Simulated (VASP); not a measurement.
# PbSe (P1) in VASP: single point with PBEsol

Aim: the single point of PbSe with PBEsol.

All numbers are computed with VASP 6.6.1; they aren't measurements. Logs are shortened: lines on timing, memory, paths and dates and some standing lists are left out, and cuts for length are marked.

## 1. The cell of the first run

The typed cell holds 8 atoms: a = 11.480 Å, b = 5.737 Å, c = 7.975 Å, α = 46.05°, β = 46.08°, γ = 42.24°.

## 2. Single point, PBEsol

The input, INCAR:

```
PREC = Accurate
ENCUT = 500
EDIFF = 1E-6
ISMEAR = -1
SIGMA = 0.05
LREAL = False
LASPH = True
NELM = 120
ALGO = Normal
ISIF = 2
LWAVE = False
LCHARG = False
GGA = PS
NBANDS = 50
GGA_COMPAT = False
```

The input, KPOINTS:

```
Automatic mesh
0
Gamma
  4 6 4
```

The input, POSCAR:

```
PbSe
1.0
    4.1422264845      4.7769892328      9.5820295283
   -2.0646876935      2.3854407242      4.7919159253
    0.0027719928     -2.1252755561      7.6861180755
Pb Se
4 4
Direct
    0.4999921357      0.9937495115      0.6058699730
    0.4999978615      0.9937499259      1.1058536033
    0.9999900630      0.9937626930      0.6058656347
    0.9999927523      0.9937918518      1.1058461473
    0.1666421514      0.3268488997      0.0624047407
    0.1666370372      0.3268516202      0.5624040519
    0.6666442140      0.3268318022      0.0623990912
    0.6666422622      0.3268450266      0.5623919281
```

Potentials or basis: VASP PAW PBE potentials, release 64 (Pb_d, Se).

The run is started by

```console
cat potpaw_PBE.64/Pb_d/POTCAR potpaw_PBE.64/Se/POTCAR > POTCAR
mpirun -np 1 vasp_std > vasp.out
```

OUTCAR:

```text
PREC = Accurate
   ENCUT = 500
   EDIFF = 1E-6
   ISMEAR = -1
   LREAL = False
   LASPH = True
   NELM = 120
   ISIF = 2
   GGA = PS

 ion  position               nearest neighbor table
   1  0.500  0.994  0.606-   8 2.92   7 2.92   6 2.92   8 3.32   7 3.32   5 3.32   2 3.99   2 3.99
                             2 4.13   2 4.13   4 4.13   4 4.13   3 4.14   3 4.14
   2  0.500  0.994  0.106-   7 2.92   8 2.92   5 2.92   7 3.32   8 3.32   6 3.32   1 3.99   1 3.99
                             1 4.13   1 4.13   3 4.13   3 4.13   4 4.14   4 4.14
   3  1.000  0.994  0.606-   6 2.92   5 2.92   8 2.92   6 3.32   5 3.32   7 3.32   4 3.99   4 3.99
                             4 4.13   4 4.13   2 4.13   2 4.13   1 4.14   1 4.14
   4  1.000  0.994  0.106-   5 2.92   6 2.92   7 2.92   5 3.32   6 3.32   8 3.32   3 3.99   3 3.99
                             3 4.13   3 4.13   1 4.13   1 4.13   2 4.14   2 4.14
   5  0.167  0.327  0.062-   4 2.92   3 2.92   2 2.92   4 3.32   3 3.32   1 3.32
   6  0.167  0.327  0.562-   3 2.92   4 2.92   1 2.92   3 3.32   4 3.32   2 3.32
   7  0.667  0.327  0.062-   2 2.92   1 2.92   4 2.92   2 3.32   1 3.32   3 3.32
   8  0.667  0.327  0.562-   1 2.92   2 2.92   3 2.92   1 3.32   2 3.32   4 3.32

  LATTYP: Found a triclinic cell.
 ALAT       =     5.7372224077
 B/A-ratio  =     1.3899644879
 C/A-ratio  =     1.4417437106
 COS(alpha) =     0.0000591970
 COS(beta)  =     0.3597507016
 COS(gamma) =     0.6940900796

  Lattice vectors:

 A1 = (   2.0646876935,  -2.3854407242,  -4.7919159253)
 A2 = (  -0.0027719928,   2.1252755561,  -7.6861180755)
 A3 = (   8.2716018715,   0.0061077844,  -0.0018023223)

Analysis of symmetry for initial positions (statically):
=====================================================================
 Subroutine PRICEL returns:
 Original cell was already a primitive cell.

 Routine SETGRP: Setting up the symmetry group for a
 triclinic supercell.

 Subroutine GETGRP returns: Found  1 space group operations
 (whereof  1 operations were pure point group operations)
 out of a pool of  2 trial point group operations.

The static configuration has the point symmetry C_1 .

Analysis of symmetry for dynamics (positions and initial velocities):
=====================================================================
 Subroutine PRICEL returns:
 Original cell was already a primitive cell.

 Routine SETGRP: Setting up the symmetry group for a
 triclinic supercell.

 Subroutine GETGRP returns: Found  1 space group operations
 (whereof  1 operations were pure point group operations)
 out of a pool of  2 trial point group operations.

The dynamic configuration has the point symmetry C_1 .

 Subroutine INISYM returns: Found  1 space group operations
 (whereof  1 operations are pure point group operations),
 and found     1 'primitive' translations

----------------------------------------------------------------------------------------

                                     Primitive cell

  volume of cell :     235.9863

  direct lattice vectors                    reciprocal lattice vectors
     4.142226485  4.776989233  9.582029528     0.120849915  0.067303562  0.018566410
    -2.064687693  2.385440724  4.791915925    -0.241882531  0.134800556  0.037360709
     0.002771993 -2.125275556  7.686118075     0.000142243 -0.167946633  0.083665997

  length of vectors
    11.480111335  5.737222408  7.974535406     0.139567844  0.279417557  0.187632862

  position of ions in fractional coordinates (direct lattice)
     0.499992136  0.993749511  0.605869973
     0.499997861  0.993749926  0.105853603
     0.999990063  0.993762693  0.605865635
     0.999992752  0.993791852  0.105846147
     0.166642151  0.326848900  0.062404741
     0.166637037  0.326851620  0.562404052
     0.666644214  0.326831802  0.062399091
     0.666642262  0.326845027  0.562391928

  ion indices of the primitive-cell ions
   primitive index   ion index
                 1           1
                 2           2
                 3           3
                 4           4
                 5           5
                 6           6
                 7           7
                 8           8

----------------------------------------------------------------------------------------

 KPOINTS: Automatic mesh

Automatic generation of k-mesh.
 Grid dimensions read from file:
 generate k-points for:    4    6    4

 Generating k-lattice:

  Cartesian coordinates                     Fractional coordinates (reciprocal lattice)
     0.030212479  0.016825890  0.004641603     0.250000000 -0.000000000  0.000000000
    -0.040313755  0.022466759  0.006226785     0.000000000  0.166666667  0.000000000
     0.000035561 -0.041986658  0.020916499     0.000000000  0.000000000  0.250000000

  Length of vectors
     0.034891961  0.046569593  0.046908215

  Shift w.r.t. Gamma in fractional coordinates (k-lattice)
     0.000000000  0.000000000  0.000000000

 Subroutine IBZKPT returns following result:
 ===========================================

 Found     52 irreducible k-points:

 Following reciprocal coordinates:
            Coordinates               Weight
  0.000000  0.000000  0.000000      1.000000
  0.250000  0.000000  0.000000      2.000000
  0.500000  0.000000  0.000000      1.000000
  0.000000  0.166667  0.000000      2.000000
  0.250000  0.166667  0.000000      2.000000
  0.500000  0.166667 -0.000000      2.000000
[... 16 lines left out ...]
 -0.000000  0.333333  0.250000      2.000000
  0.250000  0.333333  0.250000      2.000000
 [... further k-points ...]
   k-points           NKPTS =     52   k-points in BZ     NKDIM =     52   number of bands    NBANDS=     50
   number of dos      NEDOS =    301   number of ions     NIONS =      8
   total plane-waves  NPLWV = 211680
   dimension x,y,z NGX =    84 NGY =   42 NGZ =   60
   dimension x,y,z NGXF=   168 NGYF=   84 NGZF=  120
   ions per type =               4   4
   NGX,Y,Z   is equivalent  to a cutoff of  12.16, 12.17, 12.51 a.u.
   NGXF,Y,Z  is equivalent  to a cutoff of  24.33, 24.34, 25.02 a.u.
 SYSTEM =  unknown system
   PREC   = accura    normal or accurate (medium, high low for compatibility)
   ISTART =      0    job   : 0-new  1-cont  2-samecut
   ICHARG =      2    charge: 1-file 2-atom 10-const
   ISPIN  =      1    spin polarized calculation?
   LNONCOLLINEAR =      F non collinear calculations
   LSORBIT =      F    spin-orbit coupling
   LASPH  =      T    aspherical Exc in radial PAW
   ENCUT  =  500.0 eV  36.75 Ry    6.06 a.u.  20.93 10.46 14.54*2*pi/ulx,y,z
   NELM   =    120;   NELMIN=  2; NELMDL= -5     # of ELM steps
   EDIFF  = 0.1E-05   stopping-criterion for ELM
   LREAL  =      F    real-space projection
[... 7 lines left out ...]
   TEBEG  =    0.0;   TEEND  =   0.0 temperature during run
   PSTRESS=    0.0 pullay stress
   NELECT =      80.0000    total number of electrons
   NUPDOWN=      -1.0000    fix difference up-down
   EMIN   =  10.00;   EMAX   =-10.00  energy-range for DOS
   EFERMI =   0.00;   METHOD = LEGACY
   ISMEAR =    -1;   SIGMA  =   0.05  broadening in eV -4-tet -1-fermi 0-gaus
   EFERMI_NEDOS =   21; number of points for ismear=-14 and -15
   IALGO  =     38    algorithm
   IMIX   =      4    mixing-type and parameters
     AMIX     =   0.40;   BMIX     =  1.00
     AMIX_MAG =   1.60;   BMIX_MAG =  1.00
  volume/ion in A,a.u.               =      29.50       199.06
  Fermi-wavevector in a.u.,A,eV,Ry     =   1.141500  2.157122 17.728694  1.303022
  Thomas-Fermi vector in A             =   2.278200
   LORBIT       =      0    0 simple, 1 ext, 2 COOP (PROOUT), +10 PAW based schemes
   GGA     = PS    functional components
   LHFCALC =     F    Hartree Fock is set to
   AEXX    =    0.0000 exact exchange contribution
   IVDW    =     0    specifies the selected vdW correction
   LEPSILON=     F    determine dielectric tensor
   LRPA    =     F    only Hartree local field effects (RPA)
 non-spin polarized calculation
  energy-cutoff  :      500.00
  volume of cell :      235.99
 maximum number of plane-waves:      6024
   NGX = 41   NGY = 21   NGZ = 29

 number of electron      80.0000003 magnetization

 Free energy of the ion-electron system (eV)
  ---------------------------------------------------
  ext. energy  EPLUGINS =         0.00000000
  ---------------------------------------------------
  free energy    TOTEN  =       -34.79566979 eV

  energy without entropy =      -34.79085082  energy(sigma->0) =      -34.79326031

 E-fermi :   4.5761     XC(G=0):  -9.5510

 val. band max:        4.5370399321   @ k =   0.0000   0.5000  -0.0000
 cond. band min:       4.6247261902   @ k =   0.2500   0.3333   0.0000
 fundamental gap:      0.0876862582
 Fermi energy:         4.5760701810

 k-point     1 :       0.0000    0.0000    0.0000
  band No.  band energies     occupation
      1     -12.2270      2.00000
      2     -12.2269      2.00000
      3     -12.2076      2.00000
      4     -12.1586      2.00000
      5     -12.1580      2.00000
      6     -12.1546      2.00000
[... 42 lines left out ...]
     49       7.9309      0.00000
     50       7.9464      0.00000

 k-point     2 :       0.2500    0.0000    0.0000
  band No.  band energies     occupation
      1     -12.2214      2.00000
      2     -12.2213      2.00000
      3     -12.2002      2.00000
      4     -12.1654      2.00000
      5     -12.1494      2.00000
      6     -12.1493      2.00000
[... 42 lines left out ...]
     49       8.8535      0.00000
     50       9.0525      0.00000

 k-point     3 :       0.5000    0.0000    0.0000
  band No.  band energies     occupation
      1     -12.2150      2.00000
      2     -12.2150      2.00000
      3     -12.1825      2.00000
      4     -12.1825      2.00000
      5     -12.1370      2.00000
      6     -12.1370      2.00000
[... 42 lines left out ...]
     49       9.0693      0.00000
     50       9.0693      0.00000

 k-point     4 :       0.0000    0.1667    0.0000
  band No.  band energies     occupation
      1     -12.2183      2.00000
      2     -12.2054      2.00000
      3     -12.1937      2.00000
      4     -12.1700      2.00000
      5     -12.1457      2.00000
      6     -12.1436      2.00000
[... 999 lines left out ...]
 k-point    23 :      -0.0000    0.3333    0.2500
  band No.  band energies     occupation
      1     -12.2129      2.00000
      2     -12.1853      2.00000
      3     -12.1826      2.00000
      4     -12.1809      2.00000
      5     -12.1361      2.00000
      6     -12.1340      2.00000
[... 42 lines left out ...]
     49       8.9558      0.00000
     50       9.1796      0.00000

 k-point    24 :       0.2500    0.3333    0.2500
  band No.  band energies     occupation
      1     -12.2101      2.00000
      2     -12.1920      2.00000
      3     -12.1911      2.00000
      4     -12.1744      2.00000
      5     -12.1365      2.00000
      6     -12.1363      2.00000
[... 42 lines left out ...]
     49       8.4738      0.00000
     50       8.6480      0.00000

 [... further k-points ...]

------------------------ aborting loop because EDIFF is reached ----------------------------------------

  FORCE on cell =-STRESS in cart. coord.  units (eV):
  Direction    XX          YY          ZZ          XY          YZ          ZX
  --------------------------------------------------------------------------------------
  -------------------------------------------------------------------------------------
  Total        0.0086170      0.0313874      0.0220977     -0.0010730      0.0169303     -0.0002563
  in kB        0.0585030      0.2130981      0.1500278     -0.0072848      0.1149443     -0.0017398
  external PRESSURE =       0.1405430 kB  Pullay stress =       0.0000000 kB

 VOLUME and BASIS-vectors are now :
 -----------------------------------------------------------------------------
  energy-cutoff  :      500.00
  volume of cell :      235.99
      direct lattice vectors                 reciprocal lattice vectors
     4.142226485  4.776989233  9.582029528     0.120849915  0.067303562  0.018566410
    -2.064687693  2.385440724  4.791915925    -0.241882531  0.134800556  0.037360709
     0.002771993 -2.125275556  7.686118075     0.000142243 -0.167946633  0.083665997

 POSITION                                       TOTAL-FORCE (eV/Angst)
 -----------------------------------------------------------------------------------
      0.02098      3.47135     14.20969        -0.000074     -0.001301      0.006870
      0.01961      4.53405     10.36656        -0.000076     -0.001433      0.007079
      2.09206      5.85987     19.00072        -0.000103     -0.001369      0.006996
      2.09062      6.92263     15.15767         0.000096     -0.001807      0.006988
      0.01560      1.44310      3.64265        -0.000033      0.001478     -0.007058
      0.01696      0.38044      7.48567         0.000151      0.001695     -0.007094
      2.08676      3.83157      8.43356        -0.000014      0.001365     -0.006905
      2.08811      2.76897     12.27661         0.000053      0.001372     -0.006875
 -----------------------------------------------------------------------------------
    total drift:                               -0.000165     -0.000100      0.000937

  FREE ENERGIE OF THE ION-ELECTRON SYSTEM (eV)
  ---------------------------------------------------
  free  energy   TOTEN  =       -34.7956697902 eV

  energy  without entropy=      -34.7908508199  energy(sigma->0) =      -34.79326031
```

Wall time 25 min (1 thread of Intel Xeon 8259CL, shared host); peak memory 0.76 GiB.

What came out:

```
Free energy            : -34.7957 eV
Pressure               : 0.0 GPa
Largest force          : 0.007 eV/Å
Band gap on the k mesh : zero (bands 40 and 41 overlap by 0.13 eV)
```

Forces in eV/Å, atoms in the order of the input:
```
Pb   0.000 -0.001  0.007
Pb   0.000 -0.001  0.007
Pb   0.000 -0.001  0.007
Pb   0.000 -0.002  0.007
Se   0.000  0.001 -0.007
Se   0.000  0.002 -0.007
Se   0.000  0.001 -0.007
Se   0.000  0.001 -0.007
```

Levels at points of the mesh, in eV from the Fermi level:
| k point | band 36 | band 37 | band 38 | band 39 | band 40 | band 41 | band 42 | band 43 | band 44 | band 45 |
| --- | --- | --- | --- | --- | --- | --- | --- | --- | --- | --- |
| (0.00, 0.00, 0.00) | -1.47 | -1.47 | -1.45 | -1.45 | -1.06 | 1.87 | 2.22 | 2.22 | 2.24 | 2.24 |
| (0.50, 0.00, 0.00) | -2.10 | -1.87 | -1.87 | -1.55 | -1.55 | 0.42 | 0.42 | 1.94 | 1.94 | 4.01 |
| (0.00, 0.50, 0.00) | -1.06 | -1.05 | -0.89 | -0.89 | -0.04 | 1.10 | 1.87 | 1.88 | 2.23 | 2.25 |
| (0.50, 0.50, 0.00) | -1.24 | -1.19 | -1.19 | -0.45 | -0.44 | 1.90 | 1.90 | 2.45 | 2.45 | 2.81 |
| (0.00, 0.00, 0.50) | -1.70 | -1.46 | -1.46 | -0.66 | -0.66 | 2.01 | 2.01 | 2.02 | 2.02 | 3.15 |
| (0.50, 0.00, 0.50) | -1.72 | -1.47 | -1.47 | -0.55 | -0.55 | 1.40 | 1.40 | 2.01 | 2.01 | 3.15 |
| (0.00, 0.50, 0.50) | -1.73 | -1.46 | -1.46 | -0.54 | -0.54 | 1.41 | 1.41 | 2.01 | 2.01 | 3.16 |
| (0.50, 0.50, 0.50) | -1.70 | -1.46 | -1.46 | -0.65 | -0.65 | 2.02 | 2.02 | 2.03 | 2.03 | 3.15 |

Caveat: semilocal functionals underestimate gaps, so a narrow gap can read as zero; the PAW data sets were made with another functional, which shifts forces and pressure a little; spin-orbit coupling is left out, which moves the levels of the heavy elements.
